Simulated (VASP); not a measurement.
A run of VASP 6.6.1:

INCAR

```
PREC = Accurate ; ENCUT = 500
EDIFF = 1E-6 ; ISMEAR = 0
SIGMA = 0.2 ; LREAL = False
LASPH = True ; NELM = 120
ALGO = Normal ; ISIF = 2
LWAVE = False ; LCHARG = False
GGA = PE ; NBANDS = 16
GGA_COMPAT = False
```

KPOINTS

```
regular mesh
0
Gamma
  6 6 5
```

The input POSCAR:

```
TaSi2
1.0
    3.5755585384      0.0000000000      0.0000000000
    0.0000000000      3.5755585384      0.0000000000
    0.0000000000      0.0000000000      5.0219849121
Ta Si
1 2
Direct
    0.5000000000      0.5000000000      0.0000000000
    0.5000000000      0.5000000000      0.5000000000
    0.0000000000      0.0000000000      0.0000000000
```

Potentials or basis: VASP PAW PBE potentials, release 64 (Ta_pv, Si).

Run with:

```bash
$ cat potpaw_PBE.64/Ta_pv/POTCAR potpaw_PBE.64/Si/POTCAR > POTCAR
$ mpirun -np 1 vasp_std > vasp.out
```

Hardware: 1 thread of AMD EPYC 9R45 96-Core Processor (Zen 5), with other jobs on the host.

Problem. How long does it take, and how much memory?

Solution. It took 16 s on 1 thread of AMD EPYC 9R45 96-Core Processor (Zen 5) (shared host), peak memory 0.16 GiB. Counts: scf iterations 13, k points 30.
